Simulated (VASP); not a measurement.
# Ta4C3 (Pm-3m) in VASP: single point with r2SCAN

Aim: the single point of Ta4C3 with r2SCAN.

Program: VASP 6.6.1. These are calculated values, not measurements. Logs are shortened: lines on timing, memory, paths and dates and some standing lists are left out, and cuts for length are marked.

## (1) The cell of the first run

It takes space group Pm-3m (No. 221, cubic). The conventional cell has a = 4.071 Å, b = 4.071 Å, c = 4.071 Å, α = 90.00°, β = 90.00°, γ = 90.00°. Within 2.7 Å of Ta (site symmetry 4/mmm) lie 4 C at 2.04 Å. Ta (site symmetry m-3m) has 6 C at 2.04 Å within 2.7 Å. Within 2.7 Å of C (site symmetry 4/mmm) lie 6 Ta at 2.04 Å.

## (2) Single point, r2SCAN (strain -0.080 along x and y, -0.080 along z)

Input file POSCAR:

```
Ta4C3
1.0
    4.0708099136      0.0000000000      0.0000000000
    0.0000000000      4.0708099136      0.0000000000
    0.0000000000      0.0000000000      4.0708099136
Ta C
4 3
Direct
    0.0000000000      0.5000000000      0.5000000000
    0.5000000000      0.0000000000      0.5000000000
    0.5000000000      0.5000000000      0.0000000000
    0.0000000000      0.0000000000      0.0000000000
    0.5000000000      0.0000000000      0.0000000000
    0.0000000000      0.5000000000      0.0000000000
    0.0000000000      0.0000000000      0.5000000000
```

Input file INCAR.step1:

```
SYSTEM = Ta4C3
ALGO = Normal
EDIFF = 1E-4
ENCUT = 520
GGA = PE
ISMEAR = 0
LASPH = .True.
LCHARG = .False.
LREAL = .False.
LWAVE = .True.
NBANDS = 37
NELM = 60
PREC = Accurate
SIGMA = 0.15
```

Input file INCAR.step2:

```
SYSTEM = Ta4C3
ALGO = Normal
EDIFF = 1E-7
ENCUT = 520
ISIF = 2
ISMEAR = 0
ISTART = 1
LASPH = .True.
LCHARG = .False.
LMIXTAU = .True.
LREAL = .False.
LWAVE = .False.
METAGGA = R2SCAN
NBANDS = 37
NELM = 60
PREC = Accurate
SIGMA = 0.15
```

Input file KPOINTS:

```
k-points
0
Gamma
  10 10 10
  0 0 0
```

Potentials or basis: VASP PAW PBE potentials, release 64 (Ta_pv, C).

The run is started by

```
> cat potpaw_PBE.64/Ta_pv/POTCAR potpaw_PBE.64/C/POTCAR > POTCAR
> cp INCAR.step1 INCAR
> mpirun -np 1 vasp_std > vasp.out
> cp INCAR.step2 INCAR
> mpirun -np 1 vasp_std > vasp.out
```

OUTCAR:

```text
SYSTEM = Ta4C3
   EDIFF = 1E-7
   ENCUT = 520
   ISIF = 2
   ISMEAR = 0
   ISTART = 1
   LASPH = .True.
   LREAL = .False.
   METAGGA = R2SCAN
   NELM = 60
   PREC = Accurate

 ion  position               nearest neighbor table
   1  0.000  0.500  0.500-   6 2.04   7 2.04   6 2.04   7 2.04   3 2.88   3 2.88   4 2.88   4 2.88
                             2 2.88   4 2.88   2 2.88   4 2.88   2 2.88   3 2.88   3 2.88   2 2.88
   2  0.500  0.000  0.500-   5 2.04   7 2.04   5 2.04   7 2.04   3 2.88   3 2.88   4 2.88   4 2.88
                             1 2.88   3 2.88   3 2.88   1 2.88   4 2.88   1 2.88   4 2.88   1 2.88
   3  0.500  0.500  0.000-   5 2.04   6 2.04   5 2.04   6 2.04   2 2.88   1 2.88   2 2.88   2 2.88
                             4 2.88   4 2.88   2 2.88   1 2.88   4 2.88   1 2.88   1 2.88   4 2.88
   4  0.000  0.000  0.000-   5 2.04   6 2.04   7 2.04   7 2.04   6 2.04   5 2.04   1 2.88   2 2.88
                             1 2.88   1 2.88   3 2.88   2 2.88   1 2.88   2 2.88   3 2.88   3 2.88
   5  0.500  0.000  0.000-   2 2.04   3 2.04   4 2.04   2 2.04   3 2.04   4 2.04
   6  0.000  0.500  0.000-   1 2.04   3 2.04   4 2.04   1 2.04   4 2.04   3 2.04
   7  0.000  0.000  0.500-   1 2.04   2 2.04   4 2.04   4 2.04   1 2.04   2 2.04

  LATTYP: Found a simple cubic cell.
 ALAT       =     4.0708099136

  Lattice vectors:

 A1 = (   4.0708099136,   0.0000000000,   0.0000000000)
 A2 = (   0.0000000000,   4.0708099136,   0.0000000000)
 A3 = (   0.0000000000,   0.0000000000,   4.0708099136)

Analysis of symmetry for initial positions (statically):
=====================================================================
 Subroutine PRICEL returns:
 Original cell was already a primitive cell.

 Routine SETGRP: Setting up the symmetry group for a
 simple cubic supercell.

 Subroutine GETGRP returns: Found 48 space group operations
 (whereof 48 operations were pure point group operations)
 out of a pool of 48 trial point group operations.

The static configuration has the point symmetry O_h .

Analysis of symmetry for dynamics (positions and initial velocities):
=====================================================================
 Subroutine PRICEL returns:
 Original cell was already a primitive cell.

 Routine SETGRP: Setting up the symmetry group for a
 simple cubic supercell.

 Subroutine GETGRP returns: Found 48 space group operations
 (whereof 48 operations were pure point group operations)
 out of a pool of 48 trial point group operations.

The dynamic configuration has the point symmetry O_h .

 Subroutine INISYM returns: Found 48 space group operations
 (whereof 48 operations are pure point group operations),
 and found     1 'primitive' translations

----------------------------------------------------------------------------------------

                                     Primitive cell

  volume of cell :      67.4594

  direct lattice vectors                    reciprocal lattice vectors
     4.070809914  0.000000000  0.000000000     0.245651362  0.000000000  0.000000000
     0.000000000  4.070809914  0.000000000     0.000000000  0.245651362  0.000000000
     0.000000000  0.000000000  4.070809914     0.000000000  0.000000000  0.245651362

  length of vectors
     4.070809914  4.070809914  4.070809914     0.245651362  0.245651362  0.245651362

  position of ions in fractional coordinates (direct lattice)
     0.000000000  0.500000000  0.500000000
     0.500000000  0.000000000  0.500000000
     0.500000000  0.500000000  0.000000000
     0.000000000  0.000000000  0.000000000
     0.500000000  0.000000000  0.000000000
     0.000000000  0.500000000  0.000000000
     0.000000000  0.000000000  0.500000000

  ion indices of the primitive-cell ions
   primitive index   ion index
                 1           1
                 2           2
                 3           3
                 4           4
                 5           5
                 6           6
                 7           7

----------------------------------------------------------------------------------------

 KPOINTS: k-points

Automatic generation of k-mesh.
 Grid dimensions read from file:
 generate k-points for:   10   10   10

 Generating k-lattice:

  Cartesian coordinates                     Fractional coordinates (reciprocal lattice)
     0.024565136  0.000000000  0.000000000     0.100000000  0.000000000  0.000000000
     0.000000000  0.024565136  0.000000000     0.000000000  0.100000000  0.000000000
     0.000000000  0.000000000  0.024565136     0.000000000  0.000000000  0.100000000

  Length of vectors
     0.024565136  0.024565136  0.024565136

  Shift w.r.t. Gamma in fractional coordinates (k-lattice)
     0.000000000  0.000000000  0.000000000

 Subroutine IBZKPT returns following result:
 ===========================================

 Found     56 irreducible k-points:

 Following reciprocal coordinates:
            Coordinates               Weight
  0.000000  0.000000  0.000000      1.000000
  0.100000  0.000000  0.000000      6.000000
  0.200000  0.000000  0.000000      6.000000
  0.300000  0.000000  0.000000      6.000000
  0.400000  0.000000  0.000000      6.000000
  0.500000  0.000000  0.000000      3.000000
[... 16 lines left out ...]
  0.200000  0.100000  0.100000     24.000000
  0.300000  0.100000  0.100000     24.000000
 [... further k-points ...]
   k-points           NKPTS =     56   k-points in BZ     NKDIM =     56   number of bands    NBANDS=     37
   number of dos      NEDOS =    301   number of ions     NIONS =      7
   total plane-waves  NPLWV =  27000
   dimension x,y,z NGX =    30 NGY =   30 NGZ =   30
   dimension x,y,z NGXF=    60 NGYF=   60 NGZF=   60
   ions per type =               4   3
   NGX,Y,Z   is equivalent  to a cutoff of  12.25, 12.25, 12.25 a.u.
   NGXF,Y,Z  is equivalent  to a cutoff of  24.50, 24.50, 24.50 a.u.
 SYSTEM =  Ta4C3
   PREC   = accura    normal or accurate (medium, high low for compatibility)
   ISTART =      1    job   : 0-new  1-cont  2-samecut
   ICHARG =      0    charge: 1-file 2-atom 10-const
   ISPIN  =      1    spin polarized calculation?
   LNONCOLLINEAR =      F non collinear calculations
   LSORBIT =      F    spin-orbit coupling
   LASPH  =      T    aspherical Exc in radial PAW
   ENCUT  =  520.0 eV  38.22 Ry    6.18 a.u.   7.57  7.57  7.57*2*pi/ulx,y,z
   NELM   =     60;   NELMIN=  2; NELMDL=  0     # of ELM steps
   EDIFF  = 0.1E-06   stopping-criterion for ELM
   LREAL  =      F    real-space projection
   EDIFFG = 0.1E-05   stopping-criterion for IOM
   NSW    =      0    number of steps for IOM
   IBRION =     -1    ionic relax: 0-MD 1-quasi-New 2-CG
   NFREE  =      0    steps in history (QN), initial steepest desc. (CG)
   ISIF   =      2    stress and relaxation
   ISYM   =      2    0-nonsym 1-usesym 2-fastsym
   POTIM  = 0.5000    time-step for ionic-motion
   TEBEG  =    0.0;   TEEND  =   0.0 temperature during run
   PSTRESS=    0.0 pullay stress
   NELECT =      56.0000    total number of electrons
   NUPDOWN=      -1.0000    fix difference up-down
   EMIN   =  10.00;   EMAX   =-10.00  energy-range for DOS
   EFERMI =   0.00;   METHOD = LEGACY
   ISMEAR =     0;   SIGMA  =   0.15  broadening in eV -4-tet -1-fermi 0-gaus
   EFERMI_NEDOS =   21; number of points for ismear=-14 and -15
   IALGO  =     38    algorithm
   IMIX   =      4    mixing-type and parameters
     AMIX     =   0.40;   BMIX     =  1.00
     AMIX_MAG =   1.60;   BMIX_MAG =  1.00
  volume/ion in A,a.u.               =       9.64        65.03
  Fermi-wavevector in a.u.,A,eV,Ry     =   1.538592  2.907516 32.208583  2.367264
  Thomas-Fermi vector in A             =   2.644938
   LORBIT       =      0    0 simple, 1 ext, 2 COOP (PROOUT), +10 PAW based schemes
   METAGGA = R2SCAN    functional components
   LHFCALC =     F    Hartree Fock is set to
   AEXX    =    0.0000 exact exchange contribution
   IVDW    =     0    specifies the selected vdW correction
   LEPSILON=     F    determine dielectric tensor
   LRPA    =     F    only Hartree local field effects (RPA)
 non-spin polarized calculation
 Gauss-broadening in eV      SIGMA  =   0.15
  energy-cutoff  :      520.00
  volume of cell :       67.46
 maximum number of plane-waves:      1856
   NGX = 15   NGY = 15   NGZ = 15

 number of electron      56.0000021 magnetization

 Free energy of the ion-electron system (eV)
  ---------------------------------------------------
  ext. energy  EPLUGINS =         0.00000000
  ---------------------------------------------------
  free energy    TOTEN  =      -221.37689885 eV

  energy without entropy =     -221.34626902  energy(sigma->0) =     -221.36158394

 E-fermi :   9.6054     XC(G=0): -15.5517

 val. band max:        9.5898194032   @ k =   0.4000   0.1000   0.0000
 cond. band min:       9.6111488293   @ k =   0.5000   0.3000   0.0000
 fundamental gap:      0.0213294262
 Fermi energy:         9.6054112945

 k-point     1 :       0.0000    0.0000    0.0000
  band No.  band energies     occupation
      1     -26.9026      2.00000
      2     -26.9026      2.00000
      3     -26.9026      2.00000
      4     -25.7623      2.00000
      5     -25.7623      2.00000
      6     -25.7623      2.00000
[... 29 lines left out ...]
     36      15.0348      0.00000
     37      16.5314      0.00000

 k-point     2 :       0.1000    0.0000    0.0000
  band No.  band energies     occupation
      1     -26.8839      2.00000
      2     -26.8839      2.00000
      3     -26.8756      2.00000
      4     -25.7721      2.00000
      5     -25.7702      2.00000
      6     -25.7702      2.00000
[... 29 lines left out ...]
     36      15.3963      0.00000
     37      16.4153      0.00000
[... 838 lines left out ...]
     36      15.8862      0.00000
     37      15.8905      0.00000

 k-point    24 :       0.3000    0.1000    0.1000
  band No.  band energies     occupation
      1     -26.7867      2.00000
      2     -26.7808      2.00000
      3     -26.6116      2.00000
      4     -26.0751      2.00000
      5     -25.8594      2.00000
      6     -25.7823      2.00000
[... 29 lines left out ...]
     36      15.3163      0.00000
     37      15.9261      0.00000

 [... further k-points ...]

------------------------ aborting loop because EDIFF is reached ----------------------------------------

  FORCE on cell =-STRESS in cart. coord.  units (eV):
  Direction    XX          YY          ZZ          XY          YZ          ZX
  --------------------------------------------------------------------------------------
  -------------------------------------------------------------------------------------
  Total       55.0535129     55.0535129     55.0535129     -0.0000000     -0.0000000     -0.0000000
  in kB     1307.5344733   1307.5344733   1307.5344733     -0.0000000     -0.0000000     -0.0000000
  external PRESSURE =    1307.5344733 kB  Pullay stress =       0.0000000 kB

 VOLUME and BASIS-vectors are now :
 -----------------------------------------------------------------------------
  energy-cutoff  :      520.00
  volume of cell :       67.46
      direct lattice vectors                 reciprocal lattice vectors
     4.070809914  0.000000000  0.000000000     0.245651362  0.000000000  0.000000000
     0.000000000  4.070809914  0.000000000     0.000000000  0.245651362  0.000000000
     0.000000000  0.000000000  4.070809914     0.000000000  0.000000000  0.245651362

 POSITION                                       TOTAL-FORCE (eV/Angst)
 -----------------------------------------------------------------------------------
      0.00000      2.03540      2.03540         0.000000      0.000000      0.000000
      2.03540      0.00000      2.03540         0.000000      0.000000      0.000000
      2.03540      2.03540      0.00000         0.000000      0.000000      0.000000
      0.00000      0.00000      0.00000         0.000000      0.000000      0.000000
      2.03540      0.00000      0.00000         0.000000      0.000000      0.000000
      0.00000      2.03540      0.00000         0.000000      0.000000      0.000000
      0.00000      0.00000      2.03540         0.000000      0.000000      0.000000
 -----------------------------------------------------------------------------------
    total drift:                                0.000000      0.000000     -0.000000

  FREE ENERGIE OF THE ION-ELECTRON SYSTEM (eV)
  ---------------------------------------------------
  free  energy   TOTEN  =      -221.3768988506 eV

  energy  without entropy=     -221.3462690242  energy(sigma->0) =     -221.36158394
```

Run time: 13 min. Hardware: 1 thread of AMD EPYC 7R13, shared host; peak memory 0.21 GiB.

What came out:

| Quantity | Value |
| --- | --- |
| Free energy | -221.3769 eV |
| Pressure | 130.8 GPa |
| Band gap on the k mesh | zero (bands 28 and 29 overlap by 1.58 eV) |

Levels at points of the mesh, in eV from the Fermi level:
| k point | band 24 | band 25 | band 26 | band 27 | band 28 | band 29 | band 30 | band 31 | band 32 | band 33 |
| --- | --- | --- | --- | --- | --- | --- | --- | --- | --- | --- |
| (0.00, 0.00, 0.00) | -1.14 | -1.14 | -0.78 | -0.78 | -0.78 | -0.56 | -0.56 | -0.56 | 2.02 | 2.02 |
| (0.50, 0.00, 0.00) | -4.07 | -3.20 | -2.28 | -2.28 | 0.35 | 0.35 | 1.22 | 2.85 | 3.28 | 3.28 |
| (0.50, 0.50, 0.00) | -5.22 | -2.25 | -2.23 | -0.55 | -0.55 | 2.44 | 2.54 | 2.54 | 2.81 | 4.69 |
| (0.50, 0.50, 0.50) | -6.78 | -1.59 | -1.59 | -1.59 | 0.61 | 4.99 | 4.99 | 4.99 | 5.01 | 5.01 |

Caveat: the cell differs from its parent crystal (strain -0.080 along x and y, -0.080 along z); the cell stands under pressure; the PAW data sets were made with another functional, which shifts forces and pressure a little; spin-orbit coupling is left out, which moves the levels of the heavy elements.
